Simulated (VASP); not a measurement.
# Be (R-3m) in VASP: notebook, part 2 of 2

VASP 6.6.1.

### Step 3. Relaxation of cell and atoms, PBEsol

INCAR reads:

```
SYSTEM = Be
PREC     = Accurate       ! precision mode
ENCUT    = 600            ! plane-wave cutoff, eV
EDIFF    = 1E-6           ! SCF threshold, eV
ISMEAR   = 0              ! smearing method
SIGMA    = 0.1            ! smearing width, eV
LREAL    = .False.        ! projectors in reciprocal space
LASPH    = .True.         ! aspherical terms in the spheres
NELM     = 100            ! most SCF steps
ALGO     = Normal         ! electronic algorithm
ISIF     = 3              ! what is computed and relaxed
LWAVE    = .False.        ! write WAVECAR
LCHARG   = .False.        ! write CHGCAR
GGA      = PS             ! functional
IBRION   = 2              ! ionic algorithm
NSW      = 100            ! ionic steps
EDIFFG   = -0.01          ! ionic threshold
```

KPOINTS reads:

```
regular mesh
0
Gamma
  24 24 24
  0 0 0
```

POSCAR reads:

```
Be
1.0
    1.1262153997      0.6502207642      5.3442985853
   -1.1262153997      0.6502207642      5.3442985853
    0.0000000000     -1.3004415283      5.3442985853
Be
3
Direct
    0.0000000000      0.0000000000      0.0000000000
    0.2216288950      0.2216288950      0.2216288950
    0.7783711050      0.7783711050      0.7783711050
```

Potentials or basis: VASP PAW PBE potentials, release 64 (Be).

The run is started by

```bash
cat potpaw_PBE.64/Be/POTCAR > POTCAR
mpirun -np 1 vasp_std > vasp.out
```

OUTCAR:

```text
SYSTEM = Be
   PREC = Accurate
   ENCUT = 600
   EDIFF = 1E-6
   ISMEAR = 0
   LREAL = .False.
   LASPH = .True.
   NELM = 100
   ISIF = 3
   GGA = PS
   IBRION = 2
   NSW = 100
   EDIFFG = -0.01

 ion  position               nearest neighbor table
   1  0.000  0.000  0.000-   3 2.21   2 2.21   3 2.21   3 2.21   2 2.21   2 2.21
   2  0.222  0.222  0.222-   3 2.19   3 2.19   3 2.19   1 2.21   1 2.21   1 2.21
   3  0.778  0.778  0.778-   2 2.19   2 2.19   2 2.19   1 2.21   1 2.21   1 2.21

  LATTYP: Found a trigonal (rhomboedric) cell.
 ALAT       =     5.5002432253
 COS(alpha) =     0.9161488296

  Lattice vectors:

 A1 = (   1.1262153997,   0.6502207642,   5.3442985853)
 A2 = (  -1.1262153997,   0.6502207642,   5.3442985853)
 A3 = (   0.0000000000,  -1.3004415283,   5.3442985853)

Analysis of symmetry for initial positions (statically):
=====================================================================
 Subroutine PRICEL returns:
 Original cell was already a primitive cell.

 Routine SETGRP: Setting up the symmetry group for a
 trigonal (rhombohedral) supercell.
[... 215 lines left out ...]

  energy without entropy =      -11.93055170  energy(sigma->0) =      -11.93112482

 E-fermi :   7.1202     XC(G=0): -10.6324

 val. band max:        7.1168727511   @ k =  -0.3750   0.3333   0.0417
 cond. band min:       7.1299622961   @ k =  -0.2500   0.4583   0.1667
 fundamental gap:      0.0130895450
 Fermi energy:         7.1202295929

 k-point     1 :       0.0000    0.0000    0.0000
  band No.  band energies     occupation
      1      -4.3098      2.00000
      2      -0.5448      2.00000
      3      -0.5423      2.00000
      4      13.2644      0.00000
      5      13.4309      0.00000
      6      23.9842      0.00000
      7      23.9922      0.00000
[... 221 lines left out ...]
 k-point    24 :       0.4583    0.0417    0.0000
  band No.  band energies     occupation
      1       1.2005      2.00000
      2       3.4039      2.00000
      3       4.5537      2.00000
      4       8.4942      0.00000
      5      10.0122      0.00000
      6      12.0081      0.00000
      7      16.6923      0.00000

 [... further k-points ...]
[... 5 lines left out ...]
  --------------------------------------------------------------------------------------
  -------------------------------------------------------------------------------------
  Total       -0.0028502     -0.0028502      0.0153060      0.0000000      0.0000000     -0.0000000
  in kB       -0.1939049     -0.1939049      1.0412942      0.0000000      0.0000000     -0.0000000
  external PRESSURE =       0.2178281 kB  Pullay stress =       0.0000000 kB

 VOLUME and BASIS-vectors are now :
 -----------------------------------------------------------------------------
  energy-cutoff  :      600.00
  volume of cell :       23.55
      direct lattice vectors                 reciprocal lattice vectors
     1.126081352  0.650143372  5.361265427     0.444017654  0.256353712  0.062174376
    -1.126081352  0.650143372  5.361265427    -0.444017654  0.256353712  0.062174376
     0.000000000 -1.300286743  5.361265427     0.000000000 -0.512707424  0.062174376

 POSITION                                       TOTAL-FORCE (eV/Angst)
 -----------------------------------------------------------------------------------
      0.00000      0.00000     16.08380         0.000000     -0.000000      0.000000
      0.00000      0.00000      3.56462        -0.000000     -0.000000     -0.001147
      0.00000      0.00000     12.51918        -0.000000      0.000000      0.001147
 -----------------------------------------------------------------------------------
    total drift:                                0.000000      0.000000     -0.000000

  FREE ENERGIE OF THE ION-ELECTRON SYSTEM (eV)
  ---------------------------------------------------
  free  energy   TOTEN  =       -11.9316979432 eV

  energy  without entropy=      -11.9305517000  energy(sigma->0) =      -11.93112482

 reached required accuracy - stopping structural energy minimisation
```

OSZICAR:

```text
N       E                     dE             d eps       ncg     rms          rms(c)
DAV:   1     0.797003522335E+00    0.79700E+00   -0.31295E+03 18382   0.811E+02
DAV:   2    -0.118392388043E+02   -0.12636E+02   -0.12228E+02 28000   0.106E+02
DAV:   3    -0.119812520464E+02   -0.14201E+00   -0.13873E+00 26852   0.986E+00
DAV:   4    -0.119816391017E+02   -0.38706E-03   -0.38155E-03 28308   0.384E-01
DAV:   5    -0.119816399026E+02   -0.80088E-06   -0.79508E-06 26607   0.615E-03    0.151E+00
DAV:   6    -0.119452665957E+02    0.36373E-01   -0.18451E-02 30471   0.119E+00    0.919E-01
DAV:   7    -0.119317334828E+02    0.13533E-01   -0.48305E-03 23331   0.892E-01    0.184E-01
DAV:   8    -0.119313617207E+02    0.37176E-03   -0.40010E-04 28784   0.199E-01    0.106E-02
DAV:   9    -0.119313620323E+02   -0.31159E-06   -0.79708E-06 26117   0.272E-02
   1 F= -.11931362E+02 E0= -.11930812E+02  d E =-.119314E+02
       N       E                     dE             d eps       ncg     rms          rms(c)
DAV:   1    -0.119317067059E+02   -0.34499E-03   -0.27379E-03 26929   0.438E-01    0.195E-02
DAV:   2    -0.119317021357E+02    0.45702E-05   -0.10078E-05 26292   0.298E-02    0.119E-02
DAV:   3    -0.119316979534E+02    0.41824E-05   -0.18504E-06 28511   0.125E-02    0.317E-04
DAV:   4    -0.119316979432E+02    0.10198E-07   -0.20253E-08 15624   0.140E-03
   2 F= -.11931698E+02 E0= -.11931125E+02  d E =-.335911E-03
```

CONTCAR:

```text
Be
   1.00000000000000
     1.1260813516578272    0.6501433715268745    5.3612654269730786
    -1.1260813516578272    0.6501433715268745    5.3612654269730786
     0.0000000000000000   -1.3002867429534435    5.3612654269730404
  Be
     3
Direct
     1.0000000000000000    1.0000000000000000    1.0000000000000000
     0.2216278603342964    0.2216278603342964    0.2216278603342964
     0.7783721396657036    0.7783721396657036    0.7783721396657036

  0.00000000E+00  0.00000000E+00  0.00000000E+00
  0.00000000E+00  0.00000000E+00  0.00000000E+00
  0.00000000E+00  0.00000000E+00  0.00000000E+00
```

Wall time 16 min (1 thread of Intel Xeon Platinum 8259CL at 2.50GHz (Skylake/Cascade Lake), shared host); peak memory 0.51 GiB.

What came out:

```yaml
Free_energy: -11.9317 eV
Relaxed_volume: 7.85 Å³/atom
Relaxed_cell: a = 5.517 Å, b = 5.517 Å, c = 5.517 Å, α = 23.56°, β = 23.56°, γ = 23.56°
Space_group_after_relaxing_to_0.05_Å: R-3m (No. 166)
Energy_gained_by_relaxing: 0.1 meV/atom
Ionic_steps: 2
Pressure_after_relaxing: 0.0 GPa
Band_gap_on_the_k_mesh: zero (band 3 reaches 8.03 eV, above the bottom of band 4 at 6.08 eV)
```

Step by step:
| step | energy change (eV) | largest force (eV/Å) | pressure (GPa) | volume (Å³) |
| --- | --- | --- | --- | --- |
| 1 | 0.0000 | 0.0003 | 0.42 | 23.48 |
| 2 | -0.0003 | 0.0011 | 0.02 | 23.55 |

Final structure:
```yaml
crystal:
  lattice:
    - [1.12608, 0.65014, 5.36127]
    - [-1.12608, 0.65014, 5.36127]
    - [0.00000, -1.30029, 5.36127]
  atoms:
    - { symbol: Be, position: [0.00000, 0.00000, 0.00000] }
    - { symbol: Be, position: [0.22163, 0.22163, 0.22163] }
    - { symbol: Be, position: [0.77837, 0.77837, 0.77837] }
```

Caveat: the PAW data sets were made with another functional, which shifts forces and pressure a little.
